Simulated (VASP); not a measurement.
Input of a VASP 6.6.1 run:

Contents of POSCAR:

```
SiC
1.0
    0.0000000000      2.1184348915      2.1184348915
    2.1184348915      0.0000000000      2.1184348915
    2.1184348915      2.1184348915      0.0000000000
Si C
1 1
Direct
    0.0000000000      0.0000000000      0.0000000000
    0.2500000000      0.2500000000      0.2500000000
```

The input INCAR.step1:

```
ALGO = Normal
EDIFF = 1E-4
ENCUT = 520
GGA = PE
ISMEAR = 0
LASPH = T
LCHARG = F
LREAL = F
LWAVE = T
NBANDS = 11
NELM = 80
PREC = Accurate
SIGMA = 0.05
```

The input INCAR.step2:

```
ALGO = Normal
EDIFF = 1E-6
ENCUT = 520
ISIF = 2
ISMEAR = 0
ISTART = 1
LASPH = T
LCHARG = T
LELF = T
LMIXTAU = T
LREAL = F
LVHAR = T
LWAVE = F
METAGGA = R2SCAN
NBANDS = 11
NELM = 80
PREC = Accurate
SIGMA = 0.05
```

Contents of KPOINTS:

```
k-points
0
Gamma
  10 10 10
```

Potentials or basis: VASP PAW PBE potentials, release 64 (Si, C).

Command:

```console
$ cat potpaw_PBE.64/Si/POTCAR potpaw_PBE.64/C/POTCAR > POTCAR
$ cp INCAR.step1 INCAR
$ mpirun -np 1 vasp_std > vasp.out
$ cp INCAR.step2 INCAR
$ mpirun -np 1 vasp_std > vasp.out
```

**Question.** What does it give for the pressure?

**Answer.** 22.0 GPa.

**Question.** Estimate the band gap on the k mesh.

**Answer.** 1.67 eV, indirect (least direct gap 5.16 eV).

Caveat: the PAW data sets were made with another functional, which shifts forces and pressure a little. A k mesh can miss the band edges.
